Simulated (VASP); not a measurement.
Crystal: BN.

```xyz
4
Lattice="2.5500 0.0000 0.0000 -1.2750 2.2084 0.0000 0.0000 0.0000 4.2100" Properties=species:S:1:pos:R:3 pbc="T T T"
B     0.0000    1.4722    0.0000
B     1.2750    0.7361    2.1050
N     0.0000    1.4722    2.1050
N     1.2750    0.7361    4.2100
```

| Item | Value |
| --- | --- |
| Program | VASP 6.6.1 |
| Task | relaxation of cell and atoms |
| Functional | r2SCAN |
| Potentials or basis | VASP PAW PBE potentials, release 64 (B_h, N_h) |
| Cutoff | 910 eV |
| k mesh | 9 × 9 × 6 |
| Occupations | gaussian, width 0.1 eV |
| Spin | no spin polarisation |

At the start: pressure 23.9 GPa; volume 5.93 Å³/atom.

Problem. How do energy, volume and symmetry change on relaxing?

Solution. Over 9 steps the energy falls by 415.5 meV/atom and the volume is 7.45 Å³/atom (+25.8 %); space group P6_3/mmc (No. 194, to 0.1 Å) before and after.

Step by step:
| step | energy change (eV) | largest force (eV/Å) | pressure (GPa) | volume (Å³) |
| --- | --- | --- | --- | --- |
| 1 | 0.0000 | 0.0000 | 23.93 | 23.71 |
| 2 | -1.1577 | 0.0000 | 3.13 | 26.72 |
| 3 | -1.6361 | 0.0000 | -9.39 | 30.59 |
| 4 | -1.6367 | 0.0000 | -8.96 | 30.41 |
| 5 | -1.4491 | 0.0000 | 27.34 | 28.54 |
| 6 | -1.6616 | 0.0000 | -0.82 | 29.93 |
| 7 | -1.6616 | 0.0000 | -0.55 | 29.91 |
| 8 | -1.6616 | 0.0000 | -0.37 | 29.90 |
| 9 | -1.6620 | 0.0000 | -0.02 | 29.82 |

Final structure:
```yaml
crystal:
  lattice:
    - [2.49813, 0.00000, 0.00000]
    - [-1.24906, 2.16344, 0.00000]
    - [0.00000, 0.00000, 5.51749]
  atoms:
    - { symbol: B, position: [0.33333, 0.66667, 0.00000] }
    - { symbol: B, position: [0.66667, 0.33333, 0.50000] }
    - { symbol: N, position: [0.33333, 0.66667, 0.50000] }
    - { symbol: N, position: [0.66667, 0.33333, 0.00000] }
```

Caveat: the cutoff is under 1.25 times the usual one of these potentials, so pressure, stress and relaxed cells hold a basis-set (Pulay) error; the volume moved by over 15 % at a fixed basis, so the end points are rough; the PAW data sets were made with another functional, which shifts forces and pressure a little.
